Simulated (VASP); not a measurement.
Here is a VASP 6.6.1 calculation.

Contents of INCAR:

```
SYSTEM = CdTe
PREC     = Accurate       ! precision mode
ENCUT    = 520            ! plane-wave cutoff, eV
EDIFF    = 1E-7           ! SCF threshold, eV
ISMEAR   = -1             ! smearing method
SIGMA    = 0.05           ! smearing width, eV
LREAL    = .FALSE.        ! projectors in reciprocal space
LASPH    = .TRUE.         ! aspherical terms in the spheres
NELM     = 100            ! most SCF steps
ALGO     = Normal         ! electronic algorithm
ISIF     = 2              ! what is computed and relaxed
LWAVE    = .FALSE.        ! write WAVECAR
LCHARG   = .TRUE.         ! write CHGCAR
GGA      = PS             ! functional
LELF     = .TRUE.         ! ELF
LVHAR    = .TRUE.       
NBANDS   = 16             ! bands
```

KPOINTS

```
Automatic mesh
0
G
  12 12 12
  0 0 0
```

POSCAR

```
CdTe
1.0
    0.0000000000      3.2450830027      3.2450830027
    3.2450830027      0.0000000000      3.2450830027
    3.2450830027      3.2450830027      0.0000000000
Cd Te
1 1
Direct
    0.0000000000      0.0000000000      0.0000000000
    0.2500000000      0.2500000000      0.2500000000
```

Potentials or basis: VASP PAW PBE potentials, release 64 (Cd, Te).

Command:

```console
$ cat potpaw_PBE.64/Cd/POTCAR potpaw_PBE.64/Te/POTCAR > POTCAR
$ mpirun -np 1 vasp_std > vasp.out
```

Question: Estimate the band gap on the k mesh.

Answer: 0.65 eV, direct.

Question: What does it give for the pressure?

Answer: 0.1 GPa.

Caveat: the PAW data sets were made with another functional, which shifts forces and pressure a little; spin-orbit coupling is left out, which moves the levels of the heavy elements.
